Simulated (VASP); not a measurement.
CdTe (e600): single point with PBEsol

Crystal: CdTe (e600).

```
Cd Te
1.0
     0.00000    3.15116    3.36915
     3.15116    0.00000    3.36915
     3.15116    3.15116    0.00000
Cd Te
1 1
Direct
  0.00000 0.00000 0.00000
  0.25000 0.25000 0.25000
```

| Quantity | Value |
| --- | --- |
| Program | VASP 6.6.1 |
| Task | single point |
| Functional | PBEsol |
| Potentials or basis | VASP PAW PBE potentials, release 64 (Cd, Te) |
| Cutoff | 500 eV |
| k mesh | 6 × 6 × 6 |
| Occupations | gaussian, width 0.01 eV |
| Spin | no spin polarisation |
| Dipole correction | no |
| Further INCAR settings | ALGO = Normal; EDIFF = 1e-06; NBANDS = 16 |

```yaml
Pressure: 1.0 GPa
Band_gap_on_the_k_mesh: 0.61 eV, direct
```

Stress tensor (GPa, compression positive):
```
1.44 0.00 0.00
0.00 1.44 0.00
0.00 0.00 0.18
```

Levels at points of the mesh, in eV from the valence-band top:
```
           k point  band 5  band 6  band 7  band 8  band 9  band 10  band 11  band 12  band 13  band 14
(0.00, 0.00, 0.00)   -8.13   -8.12   -0.26    0.00    0.00     0.61     4.47     4.47     4.48     7.24
(0.50, 0.00, 0.00)   -8.11   -7.76   -4.64   -1.06   -0.71     1.62     4.90     5.25     6.89     8.45
(0.50, 0.50, 0.00)   -8.09   -7.70   -4.73   -1.82   -1.82     2.56     2.85     8.39     9.07     9.07
(0.50, 0.00, 0.50)   -8.09   -7.59   -4.39   -2.16   -2.06     2.29     2.35     8.70     8.83     9.14
```

Run time: 22 s on 1 thread of AMD EPYC 9R45 96-Core Processor (Zen 5), on a shared host, peak memory 0.18 GiB.

Caveat: the PAW data sets were made with another functional, which shifts forces and pressure a little; spin-orbit coupling is left out, which moves the levels of the heavy elements.
